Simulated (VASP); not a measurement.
# SnO (Pm-3m) in VASP: a series of runs

Runs on SnO. Level: PBEsol. Tasks: single point.

Everything below comes from runs of VASP 6.6.1. Logs are shortened: lines on timing, memory, paths and dates and some standing lists are left out, and cuts for length are marked.

## (1) The cell of the first run

Symmetry: Pm-3m, No. 221, cubic system. Conventional cell: a = 2.910 Å, b = 2.910 Å, c = 2.910 Å, α = 90.00°, β = 90.00°, γ = 90.00°. Sn (site symmetry m-3m) has 8 O at 2.52 Å and 6 Sn at 2.91 Å within 3.3 Å. Within 3.3 Å of O (site symmetry m-3m) lie 8 Sn at 2.52 Å and 6 O at 2.91 Å.

## (2) Single point, PBEsol

File INCAR:

```
ALGO = Normal ; EDIFF = 1E-6
ENCUT = 600 ; GGA = PS
GGA_COMPAT = F ; ISIF = 2
ISMEAR = 0 ; LASPH = T
LCHARG = F ; LREAL = F
LWAVE = F ; NBANDS = 17
NELM = 120 ; PREC = Accurate
SIGMA = 0.05
```

File KPOINTS:

```
k-points
0
Gamma
  6 6 6
```

File POSCAR:

```
SnO
1.0
    2.9098453567      0.0000000000      0.0000000000
    0.0000000000      2.9098453567      0.0000000000
    0.0000000000      0.0000000000      2.9098453567
Sn O
1 1
Direct
    0.0000000000      0.0000000000      0.0000000000
    0.5000000000      0.5000000000      0.5000000000
```

Potentials or basis: VASP PAW PBE potentials, release 64 (Sn_d, O).

The run is started by

```console
$ cat potpaw_PBE.64/Sn_d/POTCAR potpaw_PBE.64/O/POTCAR > POTCAR
$ mpirun -np 1 vasp_std > vasp.out
```

OUTCAR:

```text
EDIFF = 1E-6
   ENCUT = 600
   GGA = PS
   ISIF = 2
   ISMEAR = 0
   LASPH = T
   LREAL = F
   NELM = 120
   PREC = Accurate

 ion  position               nearest neighbor table
   1  0.000  0.000  0.000-   2 2.52   2 2.52   2 2.52   2 2.52   2 2.52   2 2.52   2 2.52   2 2.52

   2  0.500  0.500  0.500-   1 2.52   1 2.52   1 2.52   1 2.52   1 2.52   1 2.52   1 2.52   1 2.52

  LATTYP: Found a simple cubic cell.
 ALAT       =     2.9098453567

  Lattice vectors:

 A1 = (   2.9098453567,   0.0000000000,   0.0000000000)
 A2 = (   0.0000000000,   2.9098453567,   0.0000000000)
 A3 = (   0.0000000000,   0.0000000000,   2.9098453567)

Analysis of symmetry for initial positions (statically):
=====================================================================
 Subroutine PRICEL returns:
 Original cell was already a primitive cell.

 Routine SETGRP: Setting up the symmetry group for a
 simple cubic supercell.

 Subroutine GETGRP returns: Found 48 space group operations
 (whereof 48 operations were pure point group operations)
 out of a pool of 48 trial point group operations.

The static configuration has the point symmetry O_h .

Analysis of symmetry for dynamics (positions and initial velocities):
=====================================================================
 Subroutine PRICEL returns:
 Original cell was already a primitive cell.

 Routine SETGRP: Setting up the symmetry group for a
 simple cubic supercell.

 Subroutine GETGRP returns: Found 48 space group operations
 (whereof 48 operations were pure point group operations)
 out of a pool of 48 trial point group operations.

The dynamic configuration has the point symmetry O_h .

 Subroutine INISYM returns: Found 48 space group operations
 (whereof 48 operations are pure point group operations),
 and found     1 'primitive' translations

----------------------------------------------------------------------------------------

                                     Primitive cell

  volume of cell :      24.6382

  direct lattice vectors                    reciprocal lattice vectors
     2.909845357  0.000000000  0.000000000     0.343660875  0.000000000  0.000000000
     0.000000000  2.909845357  0.000000000     0.000000000  0.343660875  0.000000000
     0.000000000  0.000000000  2.909845357     0.000000000  0.000000000  0.343660875

  length of vectors
     2.909845357  2.909845357  2.909845357     0.343660875  0.343660875  0.343660875
[... 74 lines left out ...]
   ENCUT  =  600.0 eV  44.10 Ry    6.64 a.u.   5.81  5.81  5.81*2*pi/ulx,y,z
   NELM   =    120;   NELMIN=  2; NELMDL= -5     # of ELM steps
   EDIFF  = 0.1E-05   stopping-criterion for ELM
   LREAL  =      F    real-space projection
   EDIFFG = 0.1E-04   stopping-criterion for IOM
   NSW    =      0    number of steps for IOM
   IBRION =     -1    ionic relax: 0-MD 1-quasi-New 2-CG
   NFREE  =      0    steps in history (QN), initial steepest desc. (CG)
   ISIF   =      2    stress and relaxation
   ISYM   =      2    0-nonsym 1-usesym 2-fastsym
   POTIM  = 0.5000    time-step for ionic-motion
   TEBEG  =    0.0;   TEEND  =   0.0 temperature during run
   PSTRESS=    0.0 pullay stress
   NELECT =      20.0000    total number of electrons
   NUPDOWN=      -1.0000    fix difference up-down
   EMIN   =  10.00;   EMAX   =-10.00  energy-range for DOS
   EFERMI =   0.00;   METHOD = LEGACY
   ISMEAR =     0;   SIGMA  =   0.05  broadening in eV -4-tet -1-fermi 0-gaus
   EFERMI_NEDOS =   21; number of points for ismear=-14 and -15
   IALGO  =     38    algorithm
   IMIX   =      4    mixing-type and parameters
     AMIX     =   0.40;   BMIX     =  1.00
     AMIX_MAG =   1.60;   BMIX_MAG =  1.00
  volume/ion in A,a.u.               =      12.32        83.13
  Fermi-wavevector in a.u.,A,eV,Ry     =   1.527150  2.885894 31.731316  2.332186
  Thomas-Fermi vector in A             =   2.635085
   LORBIT       =      0    0 simple, 1 ext, 2 COOP (PROOUT), +10 PAW based schemes
   GGA     = PS    functional components
   LHFCALC =     F    Hartree Fock is set to
   AEXX    =    0.0000 exact exchange contribution
   IVDW    =     0    specifies the selected vdW correction
   LEPSILON=     F    determine dielectric tensor
   LRPA    =     F    only Hartree local field effects (RPA)
 non-spin polarized calculation
 Gauss-broadening in eV      SIGMA  =   0.05
  energy-cutoff  :      600.00
  volume of cell :       24.64
 maximum number of plane-waves:       840
 NGX is ok and might be reduce to    24
   NGX = 11   NGY = 11   NGZ = 11

 number of electron      19.9999995 magnetization

 Free energy of the ion-electron system (eV)
  ---------------------------------------------------
  ext. energy  EPLUGINS =         0.00000000
  ---------------------------------------------------
  free energy    TOTEN  =       -10.26293248 eV

  energy without entropy =      -10.26195097  energy(sigma->0) =      -10.26244173

 E-fermi :  11.3711     XC(G=0): -12.6782

 val. band max:       11.3369282468   @ k =   0.5000   0.1667   0.0000
 cond. band min:      11.5604229915   @ k =   0.5000   0.5000   0.5000
 fundamental gap:      0.2234947447
 Fermi energy:        11.3711317637

 k-point     1 :       0.0000    0.0000    0.0000
  band No.  band energies     occupation
      1     -10.7032      2.00000
      2     -10.7032      2.00000
      3     -10.0442      2.00000
      4     -10.0442      2.00000
      5     -10.0442      2.00000
      6      -8.5567      2.00000
[... 377 lines left out ...]
      4      -9.8774      2.00000
      5      -9.8774      2.00000
      6      -6.1929      2.00000
[... 9 lines left out ...]
     16      25.2207      0.00000
     17      33.3803      0.00000

------------------------ aborting loop because EDIFF is reached ----------------------------------------

  FORCE on cell =-STRESS in cart. coord.  units (eV):
  Direction    XX          YY          ZZ          XY          YZ          ZX
  --------------------------------------------------------------------------------------
  -------------------------------------------------------------------------------------
  Total        4.4789833      4.4789833      4.4789833      0.0000000      0.0000000      0.0000000
  in kB      291.2596359    291.2596359    291.2596359      0.0000000      0.0000000      0.0000000
  external PRESSURE =     291.2596359 kB  Pullay stress =       0.0000000 kB

 VOLUME and BASIS-vectors are now :
 -----------------------------------------------------------------------------
  energy-cutoff  :      600.00
  volume of cell :       24.64
      direct lattice vectors                 reciprocal lattice vectors
     2.909845357  0.000000000  0.000000000     0.343660875  0.000000000  0.000000000
     0.000000000  2.909845357  0.000000000     0.000000000  0.343660875  0.000000000
     0.000000000  0.000000000  2.909845357     0.000000000  0.000000000  0.343660875

 POSITION                                       TOTAL-FORCE (eV/Angst)
 -----------------------------------------------------------------------------------
      0.00000      0.00000      0.00000         0.000000      0.000000      0.000000
      1.45492      1.45492      1.45492         0.000000      0.000000      0.000000
 -----------------------------------------------------------------------------------
    total drift:                                0.000000      0.000000     -0.000000

  FREE ENERGIE OF THE ION-ELECTRON SYSTEM (eV)
  ---------------------------------------------------
  free  energy   TOTEN  =       -10.2629324801 eV

  energy  without entropy=      -10.2619509728  energy(sigma->0) =      -10.26244173
```

stdout:

```text
POSCAR found type information on POSCAR SnO
 POSCAR found :  2 types and       2 ions
 scaLAPACK will be used
 -----------------------------------------------------------------------------
|                                                                             |
|                                                                             |
|     You enforced a specific xc type in the INCAR file but a different       |
|     I HOPE YOU KNOW WHAT YOU ARE DOING!                                     |
|                                                                             |
 -----------------------------------------------------------------------------

 LDA part: xc-table for (Slater+PW92), standard interpolation
 POSCAR, INCAR and KPOINTS ok, starting setup
 FFT: planning ... GRIDC
 FFT: planning ... GRID_SOFT
 FFT: planning ... GRID
 WAVECAR not read
 entering main loop
```

It took 3.7 s on 1 thread of Intel Xeon 6975P-C (Granite Rapids), shared host; peak memory 0.13 GiB.

Results:

```
Free energy            : -10.2629 eV
Pressure               : 29.1 GPa
Band gap on the k mesh : zero (band 10 reaches 11.34 eV, above the bottom of band 11 at 10.77 eV)
```

Caveat: the PAW data sets were made with another functional, which shifts forces and pressure a little; spin-orbit coupling is left out, which moves the levels of the heavy elements.

## (3) Single point, PBEsol

This run uses another cell than the first one, of 14.65 Å³/atom, 1.189 times its volume.

File INCAR:

```
ALGO = Normal
EDIFF = 1E-6
ENCUT = 600
GGA = PS
GGA_COMPAT = False
ISIF = 2
ISMEAR = 0
LASPH = True
LCHARG = False
LREAL = False
LWAVE = False
NBANDS = 17
NELM = 120
PREC = Accurate
SIGMA = 0.05
```

KPOINTS is that of step 2.

File POSCAR:

```
SnO
1.0
    3.0830730817      0.0000000000      0.0000000000
    0.0000000000      3.0830730817      0.0000000000
    0.0000000000      0.0000000000      3.0830730817
Sn O
1 1
Direct
    0.0000000000      0.0000000000      0.0000000000
    0.5000000000      0.5000000000      0.5000000000
```

Potentials or basis: VASP PAW PBE potentials, release 64 (Sn_d, O).

The run is started by

```console
$ cat potpaw_PBE.64/Sn_d/POTCAR potpaw_PBE.64/O/POTCAR > POTCAR
$ mpirun -np 1 vasp_std > vasp.out
```

OUTCAR:

```text
EDIFF = 1E-6
   ENCUT = 600
   GGA = PS
   ISIF = 2
   ISMEAR = 0
   LASPH = True
   LREAL = False
   NELM = 120
   PREC = Accurate

 ion  position               nearest neighbor table
   1  0.000  0.000  0.000-   2 2.67   2 2.67   2 2.67   2 2.67   2 2.67   2 2.67   2 2.67   2 2.67

   2  0.500  0.500  0.500-   1 2.67   1 2.67   1 2.67   1 2.67   1 2.67   1 2.67   1 2.67   1 2.67

  LATTYP: Found a simple cubic cell.
 ALAT       =     3.0830730817

  Lattice vectors:

[... 581 lines left out ...]
------------------------ aborting loop because EDIFF is reached ----------------------------------------

  FORCE on cell =-STRESS in cart. coord.  units (eV):
  Direction    XX          YY          ZZ          XY          YZ          ZX
  --------------------------------------------------------------------------------------
  -------------------------------------------------------------------------------------
  Total        0.0104971      0.0104971      0.0104971      0.0000000     -0.0000000      0.0000000
  in kB        0.5738914      0.5738914      0.5738914      0.0000000     -0.0000000      0.0000000
  external PRESSURE =       0.5738914 kB  Pullay stress =       0.0000000 kB

 VOLUME and BASIS-vectors are now :
 -----------------------------------------------------------------------------
  energy-cutoff  :      600.00
  volume of cell :       29.31
      direct lattice vectors                 reciprocal lattice vectors
     3.083073082  0.000000000  0.000000000     0.324351702  0.000000000  0.000000000
     0.000000000  3.083073082  0.000000000     0.000000000  0.324351702  0.000000000
     0.000000000  0.000000000  3.083073082     0.000000000  0.000000000  0.324351702

 POSITION                                       TOTAL-FORCE (eV/Angst)
 -----------------------------------------------------------------------------------
      0.00000      0.00000      0.00000         0.000000      0.000000      0.000000
      1.54154      1.54154      1.54154         0.000000      0.000000      0.000000
 -----------------------------------------------------------------------------------
    total drift:                               -0.000000      0.000000      0.000000

  FREE ENERGIE OF THE ION-ELECTRON SYSTEM (eV)
  ---------------------------------------------------
  free  energy   TOTEN  =       -10.6301278745 eV

  energy  without entropy=      -10.6294446241  energy(sigma->0) =      -10.62978625
```

Wall time 6.3 s (1 thread of Intel Xeon 6975P-C (Granite Rapids), shared host); peak memory 0.16 GiB.

Results:

* Free energy: -10.6301 eV
* Pressure: 0.1 GPa
* Band gap on the k mesh: 0.09 eV, indirect (least direct gap 0.85 eV)

Caveat: the PAW data sets were made with another functional, which shifts forces and pressure a little; spin-orbit coupling is left out, which moves the levels of the heavy elements. A k mesh can miss the band edges.

## (4) Single point, PBEsol

This run uses another cell than the first one, of 15.29 Å³/atom, 1.242 times its volume.

File INCAR:

```
ALGO = Normal
EDIFF = 1E-6
ENCUT = 600
GGA = PS
GGA_COMPAT = F
ISIF = 2
ISMEAR = 0
LASPH = T
LCHARG = T
LELF = T
LREAL = F
LVHAR = T
LWAVE = F
NBANDS = 17
NELM = 120
PREC = Accurate
SIGMA = 0.05
```

KPOINTS is that of step 3.

File POSCAR:

```
SnO
1.0
    3.1274345827      0.0000000000      0.0000000000
    0.0000000000      3.1274345827      0.0000000000
    0.0000000000      0.0000000000      3.1274345827
Sn O
1 1
Direct
    0.0000000000      0.0000000000      0.0000000000
    0.5000000000      0.5000000000      0.5000000000
```

The run is started by

```console
$ cat potpaw_PBE.64/Sn_d/POTCAR potpaw_PBE.64/O/POTCAR > POTCAR
$ mpirun -np 1 vasp_std > vasp.out
```

Run time: 6.4 s. Hardware: 1 thread of Intel Xeon 6975P-C (Granite Rapids), shared host; peak memory 0.16 GiB.

It converged, with:

* Free energy: -10.6142 eV
* Pressure: -4.4 GPa
* Band gap on the k mesh: 0.22 eV, indirect (least direct gap 0.89 eV)

Levels at points of the mesh, in eV from the valence-band top:
| k point | band 6 | band 7 | band 8 | band 9 | band 10 | band 11 | band 12 | band 13 | band 14 | band 15 |
| --- | --- | --- | --- | --- | --- | --- | --- | --- | --- | --- |
| (0.00, 0.00, 0.00) | -17.58 | -7.21 | -2.19 | -2.19 | -2.19 | 8.21 | 8.21 | 8.21 | 8.23 | 8.23 |
| (0.50, 0.00, 0.00) | -16.88 | -8.58 | -1.44 | -1.44 | -0.83 | 0.73 | 7.35 | 7.35 | 11.23 | 11.35 |
| (0.50, 0.50, 0.00) | -16.29 | -5.16 | -5.16 | -4.53 | -1.30 | 3.70 | 3.70 | 8.79 | 10.08 | 15.18 |
| (0.50, 0.50, 0.50) | -16.20 | -2.99 | -2.99 | -2.99 | -1.12 | 0.22 | 0.22 | 0.22 | 12.51 | 12.51 |

Caveat: the PAW data sets were made with another functional, which shifts forces and pressure a little; spin-orbit coupling is left out, which moves the levels of the heavy elements. A k mesh can miss the band edges.

## (5) Overview

```csv
cell,gap on the mesh (eV),pressure (GPa)
"a = 2.910 Å, 2 atoms",none,29.1
"a = 3.083 Å, 2 atoms",0.09,0.1
"a = 3.127 Å, 2 atoms",0.22,-4.4
```

Alike in all rows: task single point; level PBEsol; potentials or basis VASP PAW PBE potentials, release 64 (Sn_d, O); no spin polarisation; k mesh 6 × 6 × 6; cutoff (eV) 600; smearing gaussian 0.05 eV.

Caveats: the PAW data sets were made with another functional, which shifts forces and pressure a little; spin-orbit coupling is left out, which moves the levels of the heavy elements.

Absolute energies hang on the potentials; compare differences alone.
